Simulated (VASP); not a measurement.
Write the native input for VASP 6.6.1 that does the following.

| Property | Result |
| --- | --- |
| Task | single point |
| Functional | LDA |
| Potentials or basis | VASP PAW LDA potentials, release 64 (Ru_pv) |
| Cutoff | 520 eV |
| k mesh | 22 × 22 × 12 |
| Occupations | fermi-dirac, width 0.05 eV |
| Spin | collinear spin, ferromagnetic start |
| Starting moments | [1.0, 1.0] μB |
| Dipole correction | no |
| Further INCAR settings | ALGO = Normal; EDIFF = 1e-06; NBANDS = 25 |

The structure of Ru lies in POSCAR:

```
Ru
1.0
    2.6778378926      0.0000000000      0.0000000000
   -1.3389189463      2.3190756422      0.0000000000
    0.0000000000      0.0000000000      4.2151977358
Ru
2
Direct
    0.3333333333      0.6666666667      0.2500000000
    0.6666666667      0.3333333333      0.7500000000
```

The input as run:

INCAR

```
SYSTEM = Ru
PREC = Accurate
ENCUT = 520
EDIFF = 1E-6
ISMEAR = -1
SIGMA = 0.05
LREAL = .False.
LASPH = .True.
NELM = 150
ALGO = Normal
ISIF = 2
LWAVE = .False.
LCHARG = .False.
ISPIN = 2
MAGMOM = 1 1
LORBIT = 11
LMAXMIX = 4
NBANDS = 25
```

KPOINTS

```
Automatic mesh
0
Gamma
  22 22 12
  0 0 0
```

Potentials or basis: VASP PAW LDA potentials, release 64 (Ru_pv).

Launch:

```bash
$ cat potpaw_LDA.64/Ru_pv/POTCAR > POTCAR
$ mpirun -np 1 vasp_std > vasp.out
```

It gave:

| Quantity | Value |
| --- | --- |
| Pressure | 1.0 GPa |
| Band gap on the k mesh | zero (filled and empty bands overlap) |
| Net moment | 0.00 μB per cell |
| Valence electrons inside the program's atomic spheres | Ru 12.75 |

It took 3.2 min on 1 thread of Intel(R) Xeon(R) Platinum 8488C (Sapphire Rapids), on a shared host, peak memory 0.38 GiB.
